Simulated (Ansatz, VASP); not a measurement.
**SiB2: VASP beside Ansatz**

The input INCAR:

```
PREC     = Accurate       # precision mode
ENCUT    = 520            # plane-wave cutoff, eV
EDIFF    = 1E-6           # SCF threshold, eV
ISMEAR   = 0              # smearing method
SIGMA    = 0.1            # smearing width, eV
LREAL    = False          # projectors in reciprocal space
LASPH    = True           # aspherical terms in the spheres
NELM     = 80             # most SCF steps
ALGO     = Normal         # electronic algorithm
ISIF     = 2              # what is computed and relaxed
LWAVE    = False          # write WAVECAR
LCHARG   = False          # write CHGCAR
GGA      = PE             # functional
NBANDS   = 19             # bands
```

The input KPOINTS:

```
regular mesh
0
Gamma
  6 6 4
```

Contents of POSCAR:

```
SiB2
1.0
    4.3862493400      0.0000000000      0.0000000000
   -2.1931246700      3.7986033600      0.0000000000
    0.0000000000      0.0000000000      4.0698756700
Si B
2 4
Direct
    0.6666666700      0.3333333300      0.5000000000
    0.3333333300      0.6666666700      0.5000000000
    0.3396250200      0.3396250200      0.0000000000
    0.0000000000      0.6603749800      0.0000000000
    0.6603749800      0.0000000000      0.0000000000
    0.0000000000      0.0000000000      0.5000000000
```

Input for Ansatz:

```yaml
crystal:
  lattice:
    - [4.38624934, 0.0, 0.0]
    - [-2.19312467, 3.79860336, 0.0]
    - [0.0, 0.0, 4.06987567]
  atoms:
    - { symbol: Si, position: [0.66666667, 0.33333333, 0.5] }
    - { symbol: Si, position: [0.33333333, 0.66666667, 0.5] }
    - { symbol: B, position: [0.33962502, 0.33962502, 0.0] }
    - { symbol: B, position: [0.0, 0.66037498, 0.0] }
    - { symbol: B, position: [0.66037498, 0.0, 0.0] }
    - { symbol: B, position: [0.0, 0.0, 0.5] }
basis:
  ecutwfc: 420
kpoints:
  mp_grid: { grid: [6, 6, 4] }
hamiltonian:
  xc: pbe
scf:
  occupations: { method: gaussian, width: 0.1 }
  lower_state_search: "off"
output:
  forces: true
  stress: true
  eigenvalues: true
```

Change from the starting cell: species swapped into the Mg2Cd type (P-62m, No. 189).

Alike in both runs: task single point; functional PBE; k mesh 6 × 6 × 4; occupations gaussian, width 0.1 eV; no spin polarisation.

```csv
,VASP,Ansatz
version,VASP 6.6.1,Ansatz 0.2.0
potentials or method,"VASP PAW PBE potentials, release 64 (Si, B), cutoff 520 eV","scalar-relativistic, plane waves, PAW"
valence electrons in the cell,20,20
```

```csv
,VASP,Ansatz,Ansatz less VASP
gap on the k mesh at the Fermi level (eV),none,none,-
pressure (GPa),-22.6,-22.6,+0.04
"traceless stress, the component that is largest in VASP (GPa)",1.70,1.68,-0.021
rms of the force components (eV/Å),0.007,0.008,+0.0002
```

Atom by atom the forces differ by 0.000 eV/Å (rms over components). A gap of «none» marks a metal or a gap that the smearing closes.

The k mesh is coarse, so the values compare programs but aren't converged.
